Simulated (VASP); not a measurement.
# MgO (Fm-3m) in VASP: notebook

The runs below take MgO through single point, with BLYP.

All numbers are computed with VASP 6.6.1; they aren't measurements. Logs are shortened: lines on timing, memory, paths and dates and some standing lists are left out, and cuts for length are marked.

**The experiment to reproduce.**

“Electronic structure of alkaline earth and post-transition metal oxides”, 2009, arxiv:0908.1581 quotes, for a bulk crystal of MgO: band gap 7.83 eV.

How close the calculation comes is told below.

### 1 The cell of the first run

Symmetry: Fm-3m, No. 225, cubic system. The conventional cell has a = 4.270 Å, b = 4.270 Å, c = 4.270 Å, α = 90.00°, β = 90.00°, γ = 90.00°. Mg (site symmetry m-3m) has 6 O at 2.14 Å within 2.8 Å. Within 2.8 Å of O (site symmetry m-3m) lie 6 Mg at 2.14 Å.

### 2 Single point, BLYP

The input, INCAR:

```
SYSTEM = MgO
PREC     = Accurate       ! precision mode
ENCUT    = 520            ! plane-wave cutoff, eV
EDIFF    = 1E-7           ! SCF threshold, eV
ISMEAR   = 0              ! smearing method
SIGMA    = 0.05           ! smearing width, eV
LREAL    = .False.        ! projectors in reciprocal space
LASPH    = .True.         ! aspherical terms in the spheres
NELM     = 60             ! most SCF steps
ALGO     = Normal         ! electronic algorithm
ISIF     = 2              ! what is computed and relaxed
LWAVE    = .False.        ! write WAVECAR
LCHARG   = .False.        ! write CHGCAR
GGA      = B5             ! functional
ALDAX    = 1.0          
AGGAX    = 1.0          
AGGAC    = 1.0          
ALDAC    = 0.0          
NBANDS   = 11             ! bands
```

The input, KPOINTS:

```
Automatic mesh
0
Gamma
  10 10 10
  0 0 0
```

The input, POSCAR:

```
MgO
1.0
    0.0000000000      2.1351491430      2.1351491430
    2.1351491430      0.0000000000      2.1351491430
    2.1351491430      2.1351491430      0.0000000000
Mg O
1 1
Direct
    0.0000000000      0.0000000000      0.0000000000
    0.5000000000      0.5000000000      0.5000000000
```

Potentials or basis: VASP PAW PBE potentials, release 64 (Mg, O).

Command:

```
$ cat potpaw_PBE.64/Mg/POTCAR potpaw_PBE.64/O/POTCAR > POTCAR
$ mpirun -np 1 vasp_std > vasp.out
```

OUTCAR:

```text
SYSTEM = MgO
   PREC = Accurate
   ENCUT = 520
   EDIFF = 1E-7
   ISMEAR = 0
   LREAL = .False.
   LASPH = .True.
   NELM = 60
   ISIF = 2
   GGA = B5

 ion  position               nearest neighbor table
   1  0.000  0.000  0.000-   2 2.14   2 2.14   2 2.14   2 2.14   2 2.14   2 2.14
   2  0.500  0.500  0.500-   1 2.14   1 2.14   1 2.14   1 2.14   1 2.14   1 2.14

  LATTYP: Found a face centered cubic cell.
 ALAT       =     4.2702982860

  Lattice vectors:

 A1 = (   0.0000000000,   2.1351491430,   2.1351491430)
 A2 = (   2.1351491430,   0.0000000000,   2.1351491430)
 A3 = (   2.1351491430,   2.1351491430,   0.0000000000)

Analysis of symmetry for initial positions (statically):
=====================================================================
 Subroutine PRICEL returns:
 Original cell was already a primitive cell.

 Routine SETGRP: Setting up the symmetry group for a
 face centered cubic supercell.

 Subroutine GETGRP returns: Found 48 space group operations
 (whereof 48 operations were pure point group operations)
 out of a pool of 48 trial point group operations.

The static configuration has the point symmetry O_h .

Analysis of symmetry for dynamics (positions and initial velocities):
=====================================================================
 Subroutine PRICEL returns:
 Original cell was already a primitive cell.

 Routine SETGRP: Setting up the symmetry group for a
 face centered cubic supercell.

 Subroutine GETGRP returns: Found 48 space group operations
 (whereof 48 operations were pure point group operations)
 out of a pool of 48 trial point group operations.

The dynamic configuration has the point symmetry O_h .

 Subroutine INISYM returns: Found 48 space group operations
 (whereof 48 operations are pure point group operations),
 and found     1 'primitive' translations

----------------------------------------------------------------------------------------

                                     Primitive cell

  volume of cell :      19.4677

  direct lattice vectors                    reciprocal lattice vectors
     0.000000000  2.135149143  2.135149143    -0.234175679  0.234175679  0.234175679
     2.135149143  0.000000000  2.135149143     0.234175679 -0.234175679  0.234175679
     2.135149143  2.135149143  0.000000000     0.234175679  0.234175679 -0.234175679

  length of vectors
     3.019556876  3.019556876  3.019556876     0.405604174  0.405604174  0.405604174

  position of ions in fractional coordinates (direct lattice)
     0.000000000  0.000000000  0.000000000
     0.500000000  0.500000000  0.500000000

  ion indices of the primitive-cell ions
   primitive index   ion index
                 1           1
                 2           2

----------------------------------------------------------------------------------------

 KPOINTS: Automatic mesh

Automatic generation of k-mesh.
 Grid dimensions read from file:
 generate k-points for:   10   10   10

 Generating k-lattice:

  Cartesian coordinates                     Fractional coordinates (reciprocal lattice)
    -0.023417568  0.023417568  0.023417568     0.100000000  0.000000000  0.000000000
     0.023417568 -0.023417568  0.023417568     0.000000000  0.100000000  0.000000000
     0.023417568  0.023417568 -0.023417568     0.000000000  0.000000000  0.100000000

  Length of vectors
     0.040560417  0.040560417  0.040560417

  Shift w.r.t. Gamma in fractional coordinates (k-lattice)
     0.000000000  0.000000000  0.000000000

 Subroutine IBZKPT returns following result:
 ===========================================

 Found     47 irreducible k-points:

 Following reciprocal coordinates:
            Coordinates               Weight
  0.000000  0.000000  0.000000      1.000000
  0.100000  0.000000  0.000000      8.000000
  0.200000  0.000000  0.000000      8.000000
  0.300000  0.000000  0.000000      8.000000
  0.400000  0.000000  0.000000      8.000000
  0.500000  0.000000  0.000000      4.000000
[... 16 lines left out ...]
  0.300000  0.300000  0.000000      6.000000
  0.400000  0.300000  0.000000     24.000000
 [... further k-points ...]
   k-points           NKPTS =     47   k-points in BZ     NKDIM =     47   number of bands    NBANDS=     11
   number of dos      NEDOS =    301   number of ions     NIONS =      2
   total plane-waves  NPLWV =  13824
   dimension x,y,z NGX =    24 NGY =   24 NGZ =   24
   dimension x,y,z NGXF=    48 NGYF=   48 NGZF=   48
   ions per type =               1   1
   NGX,Y,Z   is equivalent  to a cutoff of  13.21, 13.21, 13.21 a.u.
   NGXF,Y,Z  is equivalent  to a cutoff of  26.43, 26.43, 26.43 a.u.
 SYSTEM =  MgO
   PREC   = accura    normal or accurate (medium, high low for compatibility)
   ISTART =      0    job   : 0-new  1-cont  2-samecut
   ICHARG =      2    charge: 1-file 2-atom 10-const
   ISPIN  =      1    spin polarized calculation?
   LNONCOLLINEAR =      F non collinear calculations
   LSORBIT =      F    spin-orbit coupling
   LASPH  =      T    aspherical Exc in radial PAW
   ENCUT  =  520.0 eV  38.22 Ry    6.18 a.u.   5.61  5.61  5.61*2*pi/ulx,y,z
   NELM   =     60;   NELMIN=  2; NELMDL= -5     # of ELM steps
   EDIFF  = 0.1E-06   stopping-criterion for ELM
   LREAL  =      F    real-space projection
   EDIFFG = 0.1E-05   stopping-criterion for IOM
   NSW    =      0    number of steps for IOM
   IBRION =     -1    ionic relax: 0-MD 1-quasi-New 2-CG
   NFREE  =      0    steps in history (QN), initial steepest desc. (CG)
   ISIF   =      2    stress and relaxation
   ISYM   =      2    0-nonsym 1-usesym 2-fastsym
   POTIM  = 0.5000    time-step for ionic-motion
   TEBEG  =    0.0;   TEEND  =   0.0 temperature during run
   PSTRESS=    0.0 pullay stress
   NELECT =       8.0000    total number of electrons
   NUPDOWN=      -1.0000    fix difference up-down
   EMIN   =  10.00;   EMAX   =-10.00  energy-range for DOS
   EFERMI =   0.00;   METHOD = LEGACY
   ISMEAR =     0;   SIGMA  =   0.05  broadening in eV -4-tet -1-fermi 0-gaus
   EFERMI_NEDOS =   21; number of points for ismear=-14 and -15
   IALGO  =     38    algorithm
   IMIX   =      4    mixing-type and parameters
     AMIX     =   0.40;   BMIX     =  1.00
     AMIX_MAG =   1.60;   BMIX_MAG =  1.00
  volume/ion in A,a.u.               =       9.73        65.69
  Fermi-wavevector in a.u.,A,eV,Ry     =   1.217120  2.300023 20.155402  1.481380
  Thomas-Fermi vector in A             =   2.352451
   LORBIT       =      0    0 simple, 1 ext, 2 COOP (PROOUT), +10 PAW based schemes
   GGA     = B5    functional components
   LHFCALC =     F    Hartree Fock is set to
   AEXX    =    0.0000 exact exchange contribution
   IVDW    =     0    specifies the selected vdW correction
   LEPSILON=     F    determine dielectric tensor
   LRPA    =     F    only Hartree local field effects (RPA)
 non-spin polarized calculation
 Gauss-broadening in eV      SIGMA  =   0.05
  energy-cutoff  :      520.00
  volume of cell :       19.47
 maximum number of plane-waves:       544
   NGX = 11   NGY = 11   NGZ = 11

 number of electron       8.0000002 magnetization

 Free energy of the ion-electron system (eV)
  ---------------------------------------------------
  ext. energy  EPLUGINS =         0.00000000
  ---------------------------------------------------
  free energy    TOTEN  =       -11.35092269 eV

  energy without entropy =      -11.35092269  energy(sigma->0) =      -11.35092269

 E-fermi :   3.4357     XC(G=0): -10.4015

 val. band max:        3.1997800538   @ k =   0.0000   0.0000   0.0000
 cond. band min:       7.8175805672   @ k =   0.0000   0.0000   0.0000
 fundamental gap:      4.6178005134
 Fermi energy:         3.4357131289

 k-point     1 :       0.0000    0.0000    0.0000
  band No.  band energies     occupation
      1     -13.7378      2.00000
      2       3.1998      2.00000
      3       3.1998      2.00000
      4       3.1998      2.00000
      5       7.8176      0.00000
      6      18.9482      0.00000
      7      18.9482      0.00000
      8      18.9482      0.00000
      9      23.2580      0.00000
     10      24.3288      0.00000
     11      24.3288      0.00000

 k-point     2 :       0.1000    0.0000    0.0000
  band No.  band energies     occupation
      1     -13.6404      2.00000
      2       2.5845      2.00000
      3       3.1379      2.00000
      4       3.1379      2.00000
      5       8.4253      0.00000
      6      17.8048      0.00000
      7      19.1697      0.00000
      8      19.1697      0.00000
      9      23.5452      0.00000
     10      23.5452      0.00000
     11      24.6860      0.00000

 k-point     3 :       0.2000    0.0000    0.0000
  band No.  band energies     occupation
      1     -13.3730      2.00000
      2       1.3362      2.00000
      3       2.9809      2.00000
      4       2.9809      2.00000
      5       9.6092      0.00000
      6      16.3132      0.00000
      7      19.5818      0.00000
      8      19.5818      0.00000
      9      22.8713      0.00000
     10      22.8713      0.00000
     11      25.0002      0.00000

 k-point     4 :       0.3000    0.0000    0.0000
  band No.  band energies     occupation
      1     -13.0140      2.00000
      2       0.0915      2.00000
      3       2.7958      2.00000
      4       2.7958      2.00000
      5      10.6095      0.00000
      6      15.5138      0.00000
      7      19.5835      0.00000
      8      19.5835      0.00000
      9      23.3753      0.00000
     10      23.3753      0.00000
     11      24.3429      0.00000

 k-point     5 :       0.4000    0.0000    0.0000
  band No.  band energies     occupation
      1     -12.6950      2.00000
      2      -0.8130      2.00000
      3       2.6526      2.00000
      4       2.6526      2.00000
      5      11.0790      0.00000
      6      15.4265      0.00000
      7      19.3118      0.00000
      8      19.3118      0.00000
      9      23.8346      0.00000
     10      24.6236      0.00000
     11      24.6236      0.00000
[... 211 lines left out ...]
 k-point    21 :      -0.3000    0.2000    0.0000
  band No.  band energies     occupation
      1     -12.6223      2.00000
      2      -0.2553      2.00000
      3       1.5258      2.00000
      4       2.5985      2.00000
      5      12.3785      0.00000
      6      15.1163      0.00000
      7      16.9977      0.00000
      8      20.1203      0.00000
      9      23.2685      0.00000
     10      23.9425      0.00000
     11      27.6757      0.00000

 k-point    22 :      -0.2000    0.2000    0.0000
  band No.  band energies     occupation
      1     -12.9072      2.00000
      2       0.2771      2.00000
      3       1.9628      2.00000
      4       2.7948      2.00000
      5      11.4801      0.00000
      6      15.2090      0.00000
      7      17.9329      0.00000
      8      20.5588      0.00000
      9      21.5489      0.00000
     10      24.2246      0.00000
     11      27.4516      0.00000

 k-point    23 :       0.3000    0.3000    0.0000
  band No.  band energies     occupation
      1     -12.8276      2.00000
      2       0.2435      2.00000
      3       2.3194      2.00000
      4       2.3194      2.00000
      5      11.7998      0.00000
      6      13.9207      0.00000
      7      17.3031      0.00000
      8      20.7667      0.00000
      9      20.7667      0.00000
     10      26.8743      0.00000
     11      29.6706      0.00000

 k-point    24 :       0.4000    0.3000    0.0000
  band No.  band energies     occupation
      1     -12.6025      2.00000
      2      -0.1506      2.00000
      3       1.9804      2.00000
      4       2.1807      2.00000
      5      12.5303      0.00000
      6      13.6078      0.00000
      7      16.5232      0.00000
      8      20.9528      0.00000
      9      21.1613      0.00000
     10      27.5870      0.00000
     11      29.2970      0.00000

 [... further k-points ...]

------------------------ aborting loop because EDIFF is reached ----------------------------------------

  FORCE on cell =-STRESS in cart. coord.  units (eV):
  Direction    XX          YY          ZZ          XY          YZ          ZX
  --------------------------------------------------------------------------------------
  -------------------------------------------------------------------------------------
  Total       -0.0262561     -0.0262561     -0.0262561      0.0000000     -0.0000000      0.0000000
  in kB       -2.1608597     -2.1608597     -2.1608597      0.0000000     -0.0000000      0.0000000
  external PRESSURE =      -2.1608597 kB  Pullay stress =       0.0000000 kB

 VOLUME and BASIS-vectors are now :
 -----------------------------------------------------------------------------
  energy-cutoff  :      520.00
  volume of cell :       19.47
      direct lattice vectors                 reciprocal lattice vectors
     0.000000000  2.135149143  2.135149143    -0.234175679  0.234175679  0.234175679
     2.135149143  0.000000000  2.135149143     0.234175679 -0.234175679  0.234175679
     2.135149143  2.135149143  0.000000000     0.234175679  0.234175679 -0.234175679

 POSITION                                       TOTAL-FORCE (eV/Angst)
 -----------------------------------------------------------------------------------
      0.00000      0.00000      0.00000        -0.000000     -0.000000     -0.000000
      2.13515      2.13515      2.13515         0.000000      0.000000      0.000000
 -----------------------------------------------------------------------------------
    total drift:                               -0.000000     -0.000000      0.000000

  FREE ENERGIE OF THE ION-ELECTRON SYSTEM (eV)
  ---------------------------------------------------
  free  energy   TOTEN  =       -11.3509226890 eV

  energy  without entropy=      -11.3509226890  energy(sigma->0) =      -11.35092269
```

Run time: 12 s. Hardware: 1 thread of Intel Xeon 6975P-C, shared host; peak memory 0.14 GiB.

Results:

- Free energy: -11.3509 eV
- Pressure: -0.2 GPa
- Band gap on the k mesh: 4.62 eV, direct

Caveat: the PAW data sets were made with another functional, which shifts forces and pressure a little.

### 3 Single point, BLYP

This run uses another cell than the first one, of 9.77 Å³/atom, 1.004 times its volume.

The input, INCAR:

```
PREC = Accurate
ENCUT = 520
EDIFF = 1E-6
ISMEAR = 0
SIGMA = 0.05
LREAL = False
LASPH = True
NELM = 100
ALGO = Normal
ISIF = 2
LWAVE = False
LCHARG = False
GGA = B5
ALDAX = 1.0
AGGAX = 1.0
AGGAC = 1.0
ALDAC = 0.0
NBANDS = 11
```

The input, KPOINTS:

```
regular mesh
0
Gamma
  10 10 10
```

The input, POSCAR:

```
MgO
1.0
    0.0000000000      2.1379922211      2.1379922211
    2.1379922211      0.0000000000      2.1379922211
    2.1379922211      2.1379922211      0.0000000000
Mg O
1 1
Direct
    0.0000000000      0.0000000000      0.0000000000
    0.5000000000      0.5000000000      0.5000000000
```

Potentials or basis: VASP PAW PBE potentials, release 64 (Mg, O).

Command:

```
$ cat potpaw_PBE.64/Mg/POTCAR potpaw_PBE.64/O/POTCAR > POTCAR
$ mpirun -np 1 vasp_std > vasp.out
```

Wall time 10 s (1 thread of Intel Xeon 6975P-C, shared host); peak memory 0.14 GiB.

It converged, with:

* Free energy: -11.3507 eV
* Pressure: -0.8 GPa
* Band gap on the k mesh: 4.58 eV, direct

Levels at points of the mesh, in eV from the valence-band top:
```
           k point  band 1  band 2  band 3  band 4  band 5  band 6  band 7  band 8
(0.00, 0.00, 0.00)  -16.92    0.00    0.00    0.00    4.58   15.73   15.73   15.73
(0.50, 0.00, 0.00)  -15.75   -4.33   -0.60   -0.60    7.95   12.27   15.95   15.95
(0.50, 0.50, 0.00)  -15.52   -3.80   -1.27   -1.27    9.45    9.55   12.88   18.39
```

Caveat: the PAW data sets were made with another functional, which shifts forces and pressure a little.

[end of part 1 of 2]
